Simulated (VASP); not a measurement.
Set up this calculation in VASP 6.6.1, as the native input.

```
Task                   : relaxation of cell and atoms
Functional             : PBE
Potentials or basis    : VASP PAW PBE potentials, release 64 (Mn_pv)
Cutoff                 : 500 eV
k mesh                 : 8 × 8 × 8
Occupations            : gaussian, width 0.1 eV
Spin                   : collinear spin, ferromagnetic start
Starting moments       : [1.54] μB
Dipole correction      : no
Further INCAR settings : ALGO = Normal; EDIFF = 1e-07; IBRION = 2; EDIFFG = -0.04; NSW = 90; ISIF = 3
```

The structure of Mn lies in POSCAR:

```
Mn
1.0
   -1.5300022839      1.5300022839      1.5300022839
    1.5300022839     -1.5300022839      1.5300022839
    1.5300022839      1.5300022839     -1.5300022839
Mn
1
Direct
    0.0000000000      0.0000000000      0.0000000000
```

This isn't the form of Mn at room conditions, which is a 58-atom cubic cell.

These files were run (other wordings do the same):

INCAR

```
SYSTEM = Mn
  PREC = Accurate
  ENCUT = 500
  EDIFF = 1E-7
  ISMEAR = 0
  SIGMA = 0.1
  LREAL = .FALSE.
  LASPH = .TRUE.
  NELM = 200
  ALGO = Normal
  ISIF = 3
  LWAVE = .FALSE.
  LCHARG = .FALSE.
  ISPIN = 2
  MAGMOM = 1.54
  LORBIT = 11
  LMAXMIX = 4
  GGA = PE
  IBRION = 2
  NSW = 90
  EDIFFG = -0.04
  GGA_COMPAT = .FALSE.
  NELMIN = 4
```

KPOINTS

```
regular mesh
0
G
  8 8 8
  0 0 0
```

Potentials or basis: VASP PAW PBE potentials, release 64 (Mn_pv).

Command:

```bash
$ cat potpaw_PBE.64/Mn_pv/POTCAR > POTCAR
$ mpirun -np 1 vasp_std > vasp.out
```

Results of the run:

```yaml
Relaxed_volume: 10.86 Å³/atom
Relaxed_cell: a = 2.416 Å, b = 2.416 Å, c = 2.416 Å, α = 109.47°, β = 109.47°, γ = 109.47°
Space_group_after_relaxing_to_0.1_Å: Im-3m (No. 229)
Energy_gained_by_relaxing: 497.0 meV/atom
Ionic_steps: 7
Pressure_after_relaxing: 0.0 GPa
Net_moment: -0.70 μB per cell
Site_moments: Mn -0.70 μB
Valence_electrons_inside_the_program's_atomic_spheres: Mn 11.96
```

Caveat: the k points lie up to 0.40 Å⁻¹ apart in the final cell; the volume moved by over 15 % at a fixed basis, so the end points are rough.

Run time: 27 s on 1 thread of Intel(R) Xeon(R) 6975P-C (Granite Rapids), with other jobs on the host, peak memory 0.14 GiB.
